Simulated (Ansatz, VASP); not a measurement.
# HfN: VASP beside Ansatz

POSCAR

```
HfN
1.0
    0.0000000000      2.4548220000      2.4548220000
    2.4548220000      0.0000000000      2.4548220000
    2.4548220000      2.4548220000      0.0000000000
Hf N
1 1
Direct
    0.0000000000      0.0000000000      0.0000000000
    0.7500000000      0.7500000000      0.7500000000
```

File INCAR.step1:

```
  PREC = Accurate
  ENCUT = 600
  ISMEAR = 0
  SIGMA = 0.1
  LREAL = False
  LASPH = True
  NELM = 60
  GGA = PE
  ALGO = Normal
  EDIFF = 1E-4
  LWAVE = True
  LCHARG = False
```

File INCAR.step2:

```
  PREC = Accurate
  ENCUT = 600
  EDIFF = 1E-6
  ISMEAR = 0
  SIGMA = 0.1
  LREAL = False
  LASPH = True
  NELM = 60
  ALGO = Normal
  ISIF = 3
  LWAVE = False
  LCHARG = False
  METAGGA = R2SCAN
  LMIXTAU = True
  IBRION = 2
  NSW = 100
  EDIFFG = -0.005
  ISTART = 1
```

Contents of KPOINTS:

```
Automatic mesh
0
Gamma
  14 14 14
```

Input for Ansatz:

```yaml
crystal:
  lattice:
    - [0.0, 2.454822, 2.454822]
    - [2.454822, 0.0, 2.454822]
    - [2.454822, 2.454822, 0.0]
  atoms:
    - { symbol: Hf, position: [0.0, 0.0, 0.0] }
    - { symbol: "N", position: [0.75, 0.75, 0.75] }
basis:
  ecutwfc: 500
kpoints:
  mp_grid: { grid: [14, 14, 14] }
hamiltonian:
  xc: r2scan
scf:
  occupations: { method: gaussian, width: 0.1 }
output:
  forces: true
  stress: true
  eigenvalues: true
  write_density: true
  write_potential: true
  elf: true
  volumetric_format: npy
relax:
  adjacent_minimum: "off"
  f_tol: 0.005
  max_steps: 80
  cell: { stress_tol: 0.05 }
```

Alike in both runs: task relaxation of cell and atoms; functional r2SCAN; k mesh 14 × 14 × 14; occupations gaussian, width 0.1 eV; no spin polarisation.

```csv
,VASP,Ansatz
version,VASP 6.6.1,Ansatz 0.2.0
potentials or method,"VASP PAW PBE potentials, release 64 (Hf_pv, N), cutoff 600 eV","scalar-relativistic, plane waves, PAW"
valence electrons in the cell,15,31
```

|  | VASP | Ansatz | Ansatz less VASP |
| --- | --- | --- | --- |
| gap on the k mesh at the Fermi level, each at its own relaxed structure (eV) | none | none | - |
| relaxed volume (Å³/atom) | 14.54 | 14.63 | +0.089 |
| relaxed length of the cell vector where the two differ most in proportion (Å) | 3.452 | 3.459 | +0.0070 |

VASP's potentials were made for PBE, not for r2SCAN. A gap of «none» marks a metal or a gap that the smearing closes. VASP's potentials hold 15 valence electrons a cell and Ansatz's 31, so a difference there can come from the potentials and not from the codes.

Spin-orbit coupling is off throughout.
